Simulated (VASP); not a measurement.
# Pt3Pb (Pm-3m) in VASP: further runs

The runs below take Pt3Pb through relaxation of cell and atoms, with LDA.

All numbers are computed with VASP 6.6.1; they aren't measurements. Logs are shortened: lines on timing, memory, paths and dates and some standing lists are left out, and cuts for length are marked.

## (1) The cell of the first run

The structure is cubic, space group Pm-3m (No. 221). Conventional cell: a = 4.058 Å, b = 4.058 Å, c = 4.058 Å, α = 90.00°, β = 90.00°, γ = 90.00°. Within 3.8 Å of Pt (site symmetry 4/mmm) lie 8 Pt at 2.87 Å and 4 Pb at 2.87 Å. Within 3.8 Å of Pb (site symmetry m-3m) lie 12 Pt at 2.87 Å.

## (2) Relaxation of cell and atoms, LDA, target pressure 10 GPa, at which the enthalpy is minimised

File INCAR:

```
SYSTEM = Pt3Pb
PREC = Accurate
ENCUT = 600
EDIFF = 1E-7
ISMEAR = -1
SIGMA = 0.1
LREAL = .FALSE.
LASPH = .TRUE.
NELM = 80
ALGO = Normal
ISIF = 3
LWAVE = .FALSE.
LCHARG = .FALSE.
GGA = CA
IBRION = 2
NSW = 60
EDIFFG = -0.01
PSTRESS = 100.0
```

File KPOINTS:

```
regular mesh
0
G
  6 6 6
  0 0 0
```

File POSCAR:

```
Pt3Pb
1.0
    4.0580000000      0.0000000000      0.0000000000
    0.0000000000      4.0580000000      0.0000000000
    0.0000000000      0.0000000000      4.0580000000
Pt Pb
3 1
Direct
    0.0000000000      0.5000000000      0.5000000000
    0.5000000000      0.0000000000      0.5000000000
    0.5000000000      0.5000000000      0.0000000000
    0.0000000000      0.0000000000      0.0000000000
```

Potentials or basis: VASP PAW LDA potentials, release 64 (Pt, Pb_d).

Launch:

```bash
$ cat potpaw_LDA.64/Pt/POTCAR potpaw_LDA.64/Pb_d/POTCAR > POTCAR
$ mpirun -np 1 vasp_std > vasp.out
```

OUTCAR:

```text
SYSTEM = Pt3Pb
   PREC = Accurate
   ENCUT = 600
   EDIFF = 1E-7
   ISMEAR = -1
   LREAL = .FALSE.
   LASPH = .TRUE.
   NELM = 80
   ISIF = 3
   GGA = CA
   IBRION = 2
   NSW = 60
   EDIFFG = -0.01
   PSTRESS = 100.0

 ion  position               nearest neighbor table
   1  0.000  0.500  0.500-   2 2.87   3 2.87   4 2.87   3 2.87   4 2.87   2 2.87   4 2.87   4 2.87
                             2 2.87   3 2.87   3 2.87   2 2.87
   2  0.500  0.000  0.500-   1 2.87   3 2.87   4 2.87   3 2.87   4 2.87   1 2.87   3 2.87   3 2.87
                             1 2.87   4 2.87   4 2.87   1 2.87
   3  0.500  0.500  0.000-   1 2.87   2 2.87   4 2.87   1 2.87   2 2.87   2 2.87   4 2.87   2 2.87
                             1 2.87   4 2.87   1 2.87   4 2.87
   4  0.000  0.000  0.000-   1 2.87   2 2.87   3 2.87   1 2.87   2 2.87   1 2.87   3 2.87   1 2.87
                             2 2.87   3 2.87   2 2.87   3 2.87

  LATTYP: Found a simple cubic cell.
 ALAT       =     4.0580000000

  Lattice vectors:

 A1 = (   4.0580000000,   0.0000000000,   0.0000000000)
 A2 = (   0.0000000000,   4.0580000000,   0.0000000000)
 A3 = (   0.0000000000,   0.0000000000,   4.0580000000)

Analysis of symmetry for initial positions (statically):
=====================================================================
 Subroutine PRICEL returns:
 Original cell was already a primitive cell.

 Routine SETGRP: Setting up the symmetry group for a
 simple cubic supercell.

 Subroutine GETGRP returns: Found 48 space group operations
 (whereof 48 operations were pure point group operations)
 out of a pool of 48 trial point group operations.

The static configuration has the point symmetry O_h .

Analysis of symmetry for dynamics (positions and initial velocities):
=====================================================================
 Subroutine PRICEL returns:
 Original cell was already a primitive cell.

 Routine SETGRP: Setting up the symmetry group for a
 simple cubic supercell.

 Subroutine GETGRP returns: Found 48 space group operations
 (whereof 48 operations were pure point group operations)
 out of a pool of 48 trial point group operations.

The dynamic configuration has the point symmetry O_h .

 Subroutine INISYM returns: Found 48 space group operations
 (whereof 48 operations are pure point group operations),
 and found     1 'primitive' translations

----------------------------------------------------------------------------------------

                                     Primitive cell

  volume of cell :      66.8246

  direct lattice vectors                    reciprocal lattice vectors
     4.058000000  0.000000000  0.000000000     0.246426811  0.000000000  0.000000000
     0.000000000  4.058000000  0.000000000     0.000000000  0.246426811  0.000000000
     0.000000000  0.000000000  4.058000000     0.000000000  0.000000000  0.246426811

  length of vectors
     4.058000000  4.058000000  4.058000000     0.246426811  0.246426811  0.246426811

  position of ions in fractional coordinates (direct lattice)
     0.000000000  0.500000000  0.500000000
     0.500000000  0.000000000  0.500000000
     0.500000000  0.500000000  0.000000000
     0.000000000  0.000000000  0.000000000

  ion indices of the primitive-cell ions
   primitive index   ion index
                 1           1
                 2           2
                 3           3
                 4           4

----------------------------------------------------------------------------------------

 KPOINTS: regular mesh

Automatic generation of k-mesh.
 Grid dimensions read from file:
 generate k-points for:    6    6    6

 Generating k-lattice:

  Cartesian coordinates                     Fractional coordinates (reciprocal lattice)
     0.041071135  0.000000000  0.000000000     0.166666667  0.000000000  0.000000000
     0.000000000  0.041071135  0.000000000     0.000000000  0.166666667  0.000000000
     0.000000000  0.000000000  0.041071135     0.000000000  0.000000000  0.166666667

  Length of vectors
     0.041071135  0.041071135  0.041071135

  Shift w.r.t. Gamma in fractional coordinates (k-lattice)
     0.000000000  0.000000000  0.000000000

 Subroutine IBZKPT returns following result:
 ===========================================

 Found     20 irreducible k-points:

 Following reciprocal coordinates:
            Coordinates               Weight
  0.000000  0.000000  0.000000      1.000000
  0.166667  0.000000  0.000000      6.000000
  0.333333  0.000000  0.000000      6.000000
  0.500000  0.000000  0.000000      3.000000
  0.166667  0.166667  0.000000     12.000000
  0.333333  0.166667  0.000000     24.000000
[... 12 lines left out ...]
  0.500000  0.500000  0.333333      6.000000
  0.500000  0.500000  0.500000      1.000000
   k-points           NKPTS =     20   k-points in BZ     NKDIM =     20   number of bands    NBANDS=     26
   number of dos      NEDOS =    301   number of ions     NIONS =      4
   total plane-waves  NPLWV =  32768
   dimension x,y,z NGX =    32 NGY =   32 NGZ =   32
   dimension x,y,z NGXF=    64 NGYF=   64 NGZF=   64
   ions per type =               3   1
   NGX,Y,Z   is equivalent  to a cutoff of  13.11, 13.11, 13.11 a.u.
   NGXF,Y,Z  is equivalent  to a cutoff of  26.22, 26.22, 26.22 a.u.
 SYSTEM =  Pt3Pb
   PREC   = accura    normal or accurate (medium, high low for compatibility)
   ISTART =      0    job   : 0-new  1-cont  2-samecut
   ICHARG =      2    charge: 1-file 2-atom 10-const
   ISPIN  =      1    spin polarized calculation?
   LNONCOLLINEAR =      F non collinear calculations
   LSORBIT =      F    spin-orbit coupling
   LASPH  =      T    aspherical Exc in radial PAW
   ENCUT  =  600.0 eV  44.10 Ry    6.64 a.u.   8.10  8.10  8.10*2*pi/ulx,y,z
   NELM   =     80;   NELMIN=  2; NELMDL= -5     # of ELM steps
   EDIFF  = 0.1E-06   stopping-criterion for ELM
   LREAL  =      F    real-space projection
   EDIFFG = -.1E-01   stopping-criterion for IOM
   NSW    =     60    number of steps for IOM
   IBRION =      2    ionic relax: 0-MD 1-quasi-New 2-CG
   NFREE  =      1    steps in history (QN), initial steepest desc. (CG)
   ISIF   =      3    stress and relaxation
   ISYM   =      2    0-nonsym 1-usesym 2-fastsym
   POTIM  = 0.5000    time-step for ionic-motion
   TEBEG  =    0.0;   TEEND  =   0.0 temperature during run
   PSTRESS=  100.0 pullay stress
   NELECT =      44.0000    total number of electrons
   NUPDOWN=      -1.0000    fix difference up-down
   EMIN   =  10.00;   EMAX   =-10.00  energy-range for DOS
   EFERMI =   0.00;   METHOD = LEGACY
   ISMEAR =    -1;   SIGMA  =   0.10  broadening in eV -4-tet -1-fermi 0-gaus
   EFERMI_NEDOS =   21; number of points for ismear=-14 and -15
   IALGO  =     38    algorithm
   IMIX   =      4    mixing-type and parameters
     AMIX     =   0.40;   BMIX     =  1.00
     AMIX_MAG =   1.60;   BMIX_MAG =  1.00
  volume/ion in A,a.u.               =      16.71       112.74
  Fermi-wavevector in a.u.,A,eV,Ry     =   1.424231  2.691406 27.598508  2.028433
  Thomas-Fermi vector in A             =   2.544744
   LORBIT       =      0    0 simple, 1 ext, 2 COOP (PROOUT), +10 PAW based schemes
   GGA     = CA    functional components
   LHFCALC =     F    Hartree Fock is set to
   AEXX    =    0.0000 exact exchange contribution
   IVDW    =     0    specifies the selected vdW correction
   LEPSILON=     F    determine dielectric tensor
   LRPA    =     F    only Hartree local field effects (RPA)
 conjugate gradient relaxation of ions
 non-spin polarized calculation
  energy-cutoff  :      600.00
  volume of cell :       66.82
 maximum number of plane-waves:      2272
   NGX = 17   NGY = 17   NGZ = 17

--------------------------------------- Ionic step        1  -------------------------------------------

 number of electron      44.0000003 magnetization

 Free energy of the ion-electron system (eV)
  ---------------------------------------------------
  ext. energy  EPLUGINS =         0.00000000
  ---------------------------------------------------
  free energy    TOTEN  =       -27.14699434 eV

  energy without entropy =      -27.11367523  energy(sigma->0) =      -27.13033479

------------------------ aborting loop because EDIFF is reached ----------------------------------------

  FORCE on cell =-STRESS in cart. coord.  units (eV):
  Direction    XX          YY          ZZ          XY          YZ          ZX
  --------------------------------------------------------------------------------------
  -------------------------------------------------------------------------------------
  Total       -0.8630331     -0.8630331     -0.8630331     -0.0000000     -0.0000000     -0.0000000
  in kB      -20.6919725    -20.6919725    -20.6919725     -0.0000000     -0.0000000     -0.0000000
  external PRESSURE =    -120.6919725 kB  Pullay stress =     100.0000000 kB

 VOLUME and BASIS-vectors are now :
 -----------------------------------------------------------------------------
  energy-cutoff  :      600.00
  volume of cell :       66.82
      direct lattice vectors                 reciprocal lattice vectors
     4.058000000  0.000000000  0.000000000     0.246426811  0.000000000  0.000000000
     0.000000000  4.058000000  0.000000000     0.000000000  0.246426811  0.000000000
     0.000000000  0.000000000  4.058000000     0.000000000  0.000000000  0.246426811
[... 210 lines left out ...]
  FREE ENERGIE OF THE ION-ELECTRON SYSTEM (eV)
  ---------------------------------------------------
  free  energy   TOTEN  =       -27.0764471641 eV

  energy  without entropy=      -27.0452026116  energy(sigma->0) =      -27.06082489

  enthalpy is  TOTEN    =       -23.1061773643 eV   P V=        3.9702697998

--------------------------------------- Ionic step        7  -------------------------------------------

 number of electron      44.0000014 magnetization

 Free energy of the ion-electron system (eV)
  ---------------------------------------------------
  ext. energy  EPLUGINS =         0.00000000
  ---------------------------------------------------
  free energy    TOTEN  =       -27.07236405 eV

  energy without entropy =      -27.04116542  energy(sigma->0) =      -27.05676473

 E-fermi :  12.2321     XC(G=0): -13.5063

 val. band max:       12.1656329273   @ k =   0.5000   0.5000   0.3333
 cond. band min:      12.2759440782   @ k =   0.0000   0.0000   0.0000
 fundamental gap:      0.1103111509
 Fermi energy:        12.2320851900

 k-point     1 :       0.0000    0.0000    0.0000
  band No.  band energies     occupation
      1      -5.3979      2.00000
      2      -5.3979      2.00000
      3      -5.3310      2.00000
      4      -5.3310      2.00000
      5      -5.3310      2.00000
      6      -0.8653      2.00000
[... 18 lines left out ...]
     25      14.0730      0.00000
     26      18.6919      0.00000
[... 571 lines left out ...]
 POSITION                                       TOTAL-FORCE (eV/Angst)
 -----------------------------------------------------------------------------------
      0.00000      1.99524      1.99524        -0.000000     -0.000000      0.000000
      1.99524     -0.00000      1.99524         0.000000     -0.000000      0.000000
      1.99524      1.99524      3.99049         0.000000      0.000000      0.000000
      0.00000     -0.00000      3.99049         0.000000      0.000000      0.000000
 -----------------------------------------------------------------------------------
    total drift:                                0.000000      0.000000     -0.000000

  FREE ENERGIE OF THE ION-ELECTRON SYSTEM (eV)
  ---------------------------------------------------
  free  energy   TOTEN  =       -27.0723640485 eV

  energy  without entropy=      -27.0411654205  energy(sigma->0) =      -27.05676473

  enthalpy is  TOTEN    =       -23.1062365570 eV   P V=        3.9661274915

 reached required accuracy - stopping structural energy minimisation
```

Run time: 2.2 min. Hardware: 1 thread of AMD EPYC 7R43 (Zen 3), shared host; peak memory 0.16 GiB.

Results:

- Free energy: -27.0724 eV
- Relaxed volume: 15.89 Å³/atom
- Relaxed cell: a = 3.990 Å, b = 3.990 Å, c = 3.990 Å, α = 90.00°, β = 90.00°, γ = 90.00°
- Space group after relaxing (to 0.1 Å): Pm-3m (No. 221)
- Energy change on relaxing (the run minimises the enthalpy): +18.7 meV/atom
- Ionic steps: 7
- Pressure after relaxing: 10.0 GPa
- Band gap on the k mesh: zero (bands 22 and 23 overlap by 0.47 eV)

Step by step:
```csv
step,energy change (eV),largest force (eV/Å),pressure (GPa),volume (Å³)
1,0.0000,0.0000,-2.07,66.82
2,1.7706,0.0000,63.56,55.38
3,0.0646,0.0000,9.28,63.71
4,0.0725,0.0000,9.85,63.58
5,0.0765,0.0000,10.12,63.52
6,0.0705,0.0000,9.71,63.61
7,0.0746,0.0000,10.00,63.54
```

Final structure:
```
CELL_PARAMETERS angstrom
3.99049 0.00000 0.00000
0.00000 3.99049 0.00000
0.00000 0.00000 3.99049
ATOMIC_POSITIONS crystal
Pt 0.00000 0.50000 0.50000
Pt 0.50000 0.00000 0.50000
Pt 0.50000 0.50000 0.00000
Pb 0.00000 0.00000 0.00000
```

Caveat: the cell is relaxed towards a set pressure, so the run minimises the enthalpy, not the energy; spin-orbit coupling is left out, which moves the levels of the heavy elements.

## (3) Relaxation of cell and atoms, LDA, target pressure 20 GPa, at which the enthalpy is minimised

File INCAR:

```
PREC = Accurate
ENCUT = 600
EDIFF = 1E-6
ISMEAR = -1
SIGMA = 0.1
LREAL = False
LASPH = True
NELM = 100
ALGO = Normal
ISIF = 3
LWAVE = False
LCHARG = False
GGA = CA
IBRION = 2
NSW = 60
EDIFFG = -0.01
PSTRESS = 200.0
```

File KPOINTS:

```
regular mesh
0
Gamma
  6 6 6
```

POSCAR is that of step 2.

Potentials or basis: VASP PAW LDA potentials, release 64 (Pt, Pb_d).

Launch:

```bash
$ cat potpaw_LDA.64/Pt/POTCAR potpaw_LDA.64/Pb_d/POTCAR > POTCAR
$ mpirun -np 1 vasp_std > vasp.out
```

Run time: 95 s. Hardware: 1 thread of AMD EPYC 7R43 (Zen 3), shared host; peak memory 0.15 GiB.

The run converged. Its results:

```
Free energy                                                : -26.8779 eV
Relaxed volume                                             : 15.36 Å³/atom
Relaxed cell                                               : a = 3.946 Å, b = 3.946 Å, c = 3.946 Å, α = 90.00°, β = 90.00°, γ = 90.00°
Space group after relaxing (to 0.1 Å)                      : Pm-3m (No. 221)
Energy change on relaxing (the run minimises the enthalpy) : +67.3 meV/atom
Ionic steps                                                : 5
Pressure after relaxing                                    : 20.0 GPa
Band gap on the k mesh                                     : zero (bands 22 and 23 overlap by 0.50 eV)
```

The path:
| step | energy change (eV) | largest force (eV/Å) | pressure (GPa) | volume (Å³) |
| --- | --- | --- | --- | --- |
| 1 | 0.0000 | 0.0000 | -2.08 | 66.82 |
| 2 | 7.9619 | 0.0000 | 189.26 | 46.94 |
| 3 | 0.2059 | 0.0000 | 17.22 | 61.99 |
| 4 | 0.2453 | 0.0000 | 18.99 | 61.64 |
| 5 | 0.2691 | 0.0000 | 20.01 | 61.44 |

Final structure:
```
Pt Pb
1.0
     3.94603    0.00000    0.00000
     0.00000    3.94603    0.00000
     0.00000    0.00000    3.94603
Pt Pb
3 1
Direct
  0.00000 0.50000 0.50000
  0.50000 0.00000 0.50000
  0.50000 0.50000 0.00000
  0.00000 0.00000 0.00000
```

Levels at points of the mesh, in eV from the Fermi level:
| k point | band 19 | band 20 | band 21 | band 22 | band 23 | band 24 | band 25 | band 26 |
| --- | --- | --- | --- | --- | --- | --- | --- | --- |
| (0.00, 0.00, 0.00) | -1.40 | -1.40 | -0.54 | 0.05 | 0.05 | 0.05 | 2.08 | 6.73 |
| (0.50, 0.00, 0.00) | -2.82 | -2.72 | -1.32 | 0.06 | 1.32 | 4.24 | 4.24 | 5.76 |
| (0.50, 0.50, 0.00) | -2.51 | -2.42 | -2.19 | -1.75 | 0.91 | 0.91 | 5.00 | 7.53 |
| (0.50, 0.50, 0.50) | -2.23 | -2.23 | -1.14 | -0.44 | -0.44 | -0.44 | 0.18 | 3.91 |

Caveat: the cell is relaxed towards a set pressure, so the run minimises the enthalpy, not the energy; spin-orbit coupling is left out, which moves the levels of the heavy elements. Zero-point motion and thermal expansion aren't in these numbers.

The gap in the log of VASP goes by the Fermi energy; the results here count the filled bands.